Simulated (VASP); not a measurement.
# NaH in VASP: a series of runs, part 2 of 2

VASP 6.6.1. The steps go on from the part before.

### 4 Single point, PBE (strain -0.050 along x and y, +0.000 along z)

Input file INCAR:

```
  ALGO = Normal
  EDIFF = 1E-6
  ENCUT = 520
  GGA = PE
  ISIF = 2
  ISMEAR = 0
  LASPH = T
  LCHARG = T
  LELF = T
  LREAL = F
  LVHAR = T
  LWAVE = F
  NBANDS = 11
  NELM = 60
  PREC = Accurate
  SIGMA = 0.05
```

Input file KPOINTS:

```
k-points
0
Gamma
  8 8 8
```

Input file POSCAR:

```
NaH
1.0
    0.0000000000      2.3180000000      2.4400000000
    2.3180000000      0.0000000000      2.4400000000
    2.3180000000      2.3180000000      0.0000000000
Na H
1 1
Direct
    0.0000000000      0.0000000000      0.0000000000
    0.5000000000      0.5000000000      0.5000000000
```

Potentials or basis: VASP PAW PBE potentials, release 64 (Na_pv, H).

Command:

```
> cat potpaw_PBE.64/Na_pv/POTCAR potpaw_PBE.64/H/POTCAR > POTCAR
> mpirun -np 1 vasp_std > vasp.out
```

OUTCAR:

```text
EDIFF = 1E-6
   ENCUT = 520
   GGA = PE
   ISIF = 2
   ISMEAR = 0
   LASPH = T
   LREAL = F
   NELM = 60
   PREC = Accurate

 ion  position               nearest neighbor table
   1  0.000  0.000  0.000-
   2  0.500  0.500  0.500-

  LATTYP: Found a body centered tetragonal cell.
 ALAT       =     3.2781470376
 C/A-ratio  =     1.4886458551

  Lattice vectors:

 A1 = (  -2.3180000000,   0.0000000000,   2.4400000000)
 A2 = (   2.3180000000,   0.0000000000,   2.4400000000)
 A3 = (   0.0000000000,   2.3180000000,  -2.4400000000)

Analysis of symmetry for initial positions (statically):
=====================================================================
 Subroutine PRICEL returns:
 Original cell was already a primitive cell.

 Routine SETGRP: Setting up the symmetry group for a
 body centered tetragonal supercell.

 Subroutine GETGRP returns: Found 16 space group operations
 (whereof 16 operations were pure point group operations)
 out of a pool of 16 trial point group operations.

The static configuration has the point symmetry D_4h.

Analysis of symmetry for dynamics (positions and initial velocities):
=====================================================================
 Subroutine PRICEL returns:
 Original cell was already a primitive cell.

 Routine SETGRP: Setting up the symmetry group for a
 body centered tetragonal supercell.

 Subroutine GETGRP returns: Found 16 space group operations
 (whereof 16 operations were pure point group operations)
 out of a pool of 16 trial point group operations.

The dynamic configuration has the point symmetry D_4h.

 Subroutine INISYM returns: Found 16 space group operations
 (whereof 16 operations are pure point group operations),
 and found     1 'primitive' translations

----------------------------------------------------------------------------------------

                                     Primitive cell

[... 112 lines left out ...]
  Fermi-wavevector in a.u.,A,eV,Ry     =   1.102104  2.082675 16.526090  1.214633
  Thomas-Fermi vector in A             =   2.238542
   LORBIT       =      0    0 simple, 1 ext, 2 COOP (PROOUT), +10 PAW based schemes
   GGA     = PE    functional components
   LHFCALC =     F    Hartree Fock is set to
   AEXX    =    0.0000 exact exchange contribution
   IVDW    =     0    specifies the selected vdW correction
   LEPSILON=     F    determine dielectric tensor
   LRPA    =     F    only Hartree local field effects (RPA)
 non-spin polarized calculation
 Gauss-broadening in eV      SIGMA  =   0.05
  energy-cutoff  :      520.00
  volume of cell :       26.22
 maximum number of plane-waves:       720
 NGX is ok and might be reduce to    28
   NGX = 13   NGY = 13   NGZ = 13

 number of electron       8.0000005 magnetization

 Free energy of the ion-electron system (eV)
  ---------------------------------------------------
  ext. energy  EPLUGINS =         0.00000000
  ---------------------------------------------------
  free energy    TOTEN  =        -5.06973846 eV

  energy without entropy =       -5.06973846  energy(sigma->0) =       -5.06973846

 E-fermi :  -0.6058     XC(G=0):  -8.0164

 val. band max:       -0.8254225183   @ k =  -0.2500   0.2500   0.5000
 cond. band min:       3.0221638221   @ k =   0.5000   0.0000   0.0000
 fundamental gap:      3.8475863404
 Fermi energy:        -0.6058266696

 k-point     1 :       0.0000    0.0000    0.0000
  band No.  band energies     occupation
      1     -22.8575      2.00000
      2     -22.8383      2.00000
      3     -22.8383      2.00000
      4      -4.6971      2.00000
      5      10.1609      0.00000
      6      15.1250      0.00000
      7      15.4033      0.00000
      8      15.4033      0.00000
      9      16.2679      0.00000
     10      16.3778      0.00000
     11      16.3778      0.00000
[... 309 lines left out ...]
 k-point    24 :       0.3750    0.0000    0.1250
  band No.  band energies     occupation
      1     -22.9337      2.00000
      2     -22.8717      2.00000
      3     -22.8543      2.00000
      4      -2.6280      2.00000
      5       5.0869      0.00000
      6       9.4487      0.00000
      7      11.9395      0.00000
      8      14.2951      0.00000
      9      15.8805      0.00000
     10      18.3560      0.00000
     11      19.1711      0.00000

 [... further k-points ...]
[... 5 lines left out ...]
  --------------------------------------------------------------------------------------
  -------------------------------------------------------------------------------------
  Total        0.4491874      0.4491874      0.1005772      0.0000000      0.0000000      0.0000000
  in kB       27.4467867     27.4467867      6.1455891      0.0000000      0.0000000      0.0000000
  external PRESSURE =      20.3463875 kB  Pullay stress =       0.0000000 kB

 VOLUME and BASIS-vectors are now :
 -----------------------------------------------------------------------------
  energy-cutoff  :      520.00
  volume of cell :       26.22
      direct lattice vectors                 reciprocal lattice vectors
     0.000000000  2.318000000  2.440000000    -0.215703192  0.215703192  0.204918033
     2.318000000  0.000000000  2.440000000     0.215703192 -0.215703192  0.204918033
     2.318000000  2.318000000  0.000000000     0.215703192  0.215703192 -0.204918033

 POSITION                                       TOTAL-FORCE (eV/Angst)
 -----------------------------------------------------------------------------------
      0.00000      0.00000      0.00000         0.000000     -0.000000      0.000000
      2.31800      2.31800      2.44000        -0.000000      0.000000     -0.000000
 -----------------------------------------------------------------------------------
    total drift:                               -0.000000     -0.000000     -0.000000

  FREE ENERGIE OF THE ION-ELECTRON SYSTEM (eV)
  ---------------------------------------------------
  free  energy   TOTEN  =        -5.0697384575 eV

  energy  without entropy=       -5.0697384575  energy(sigma->0) =       -5.06973846
```

Run time: 7.2 s. Hardware: 1 thread of Intel Xeon 6975P-C, shared host; peak memory 0.15 GiB.

What came out:

```yaml
Free_energy: -5.0697 eV
Pressure: 2.0 GPa
Band_gap_on_the_k_mesh: 3.85 eV, indirect (least direct gap 4.76 eV)
```

Caveat: the cell differs from its parent crystal (strain -0.050 along x and y, +0.000 along z).

### 5 Single point, PBE (strain -0.050 along x and y, -0.025 along z)

Input file INCAR:

```
  PREC = Accurate
  ENCUT = 520
  EDIFF = 1E-7
  ISMEAR = 0
  SIGMA = 0.05
  LREAL = F
  LASPH = T
  NELM = 60
  ALGO = Normal
  ISIF = 2
  LWAVE = F
  LCHARG = F
  GGA = PE
  NBANDS = 11
```

Input file KPOINTS:

```
Automatic mesh
0
Gamma
  8 8 8
```

Input file POSCAR:

```
NaH
1.0
    0.0000000000      2.3180000000      2.3790000000
    2.3180000000      0.0000000000      2.3790000000
    2.3180000000      2.3180000000      0.0000000000
Na H
1 1
Direct
    0.0000000000      0.0000000000      0.0000000000
    0.5000000000      0.5000000000      0.5000000000
```

Command:

```
> cat potpaw_PBE.64/Na_pv/POTCAR potpaw_PBE.64/H/POTCAR > POTCAR
> mpirun -np 1 vasp_std > vasp.out
```

It took 6.9 s on 1 thread of Intel Xeon 6975P-C, shared host; peak memory 0.15 GiB.

The run converged. Its results:

* Free energy: -5.0643 eV
* Pressure: 2.8 GPa
* Band gap on the k mesh: 3.91 eV, indirect (least direct gap 4.83 eV)

Stress tensor (GPa, compression positive):
```
3.16 0.00 0.00
0.00 3.16 0.00
0.00 0.00 1.94
```

Levels at points of the mesh, in eV from the valence-band top:
```
           k point  band 1  band 2  band 3  band 4  band 5  band 6  band 7  band 8  band 9
(0.00, 0.00, 0.00)  -21.96  -21.95  -21.95   -3.92   11.28   16.24   16.38   16.38   17.40
(0.50, 0.00, 0.00)  -22.09  -21.98  -21.97   -0.92    3.91   11.45   13.78   14.19   17.22
(0.50, 0.50, 0.00)  -22.08  -21.99  -21.99   -0.32    4.60   10.57   11.52   11.52   12.90
(0.50, 0.00, 0.50)  -22.07  -22.01  -22.00   -0.18    4.93   10.29   11.16   11.18   12.76
```

Caveat: the cell differs from its parent crystal (strain -0.050 along x and y, -0.025 along z).

### 6 The runs side by side

```csv
cell,gap on the mesh (eV),pressure (GPa)
"a = 3.537 Å, angles 60.0°, 2 atoms",3.59,-2.0
"a = 3.623 Å, angles 60.0°, 2 atoms",3.48,-3.0
"a = 3.366, b = 3.366, c = 3.278 Å, angles 60.9, 60.9, 58.3°, 2 atoms",3.85,2.0
"a = 3.322, b = 3.322, c = 3.278 Å, angles 60.4, 60.4, 59.1°, 2 atoms",3.91,2.8
```

Alike in all rows: task single point; level PBE; potentials or basis VASP PAW PBE potentials, release 64 (Na_pv, H); no spin polarisation; k mesh 8 × 8 × 8; cutoff (eV) 520; smearing gaussian 0.05 eV.

Absolute energies hang on the potentials; compare differences alone.
